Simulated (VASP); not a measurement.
Re: single point with PBE

The system is Re.

```xyz
1
Lattice="0.0000 1.8253 1.8253 1.8253 0.0000 1.8253 1.8253 1.8253 0.0000" Properties=species:S:1:pos:R:3 pbc="T T T"
Re    0.0000    0.0000    0.0000
```

This isn't the form of Re at room conditions, which is hcp.

```
Program             : VASP 6.6.1
Task                : single point
Functional          : PBE
Potentials or basis : VASP PAW PBE potentials, release 64 (Re)
Cutoff              : 600 eV
k mesh              : 18 × 18 × 18
Occupations         : fermi-dirac, width 0.1 eV
Spin                : no spin polarisation
```

```json
{"Pressure": "122.5 GPa", "Band gap on the k mesh": "zero (an odd number of electrons rules out a gap without spin polarisation)"}
```

Levels at points of the mesh, in eV from the Fermi level:
```tsv
k point	band 1	band 2	band 3	band 4	band 5	band 6	band 7	band 8	band 9
(0.00, 0.00, 0.00)	-11.51	-2.58	-2.58	-2.58	1.66	1.66	13.95	20.78	20.78
(0.50, 0.00, 0.00)	-8.47	-2.89	-2.89	0.74	5.08	5.08	13.14	13.52	22.45
(0.50, 0.50, 0.00)	-8.80	-7.79	3.94	5.05	6.11	6.11	14.01	14.01	17.04
```

Wall time 39 s on 1 thread of Intel Xeon 8259CL (shared host), peak memory 0.17 GiB.

Caveat: the cell stands under pressure; spin-orbit coupling is left out, which moves the levels of the heavy elements.
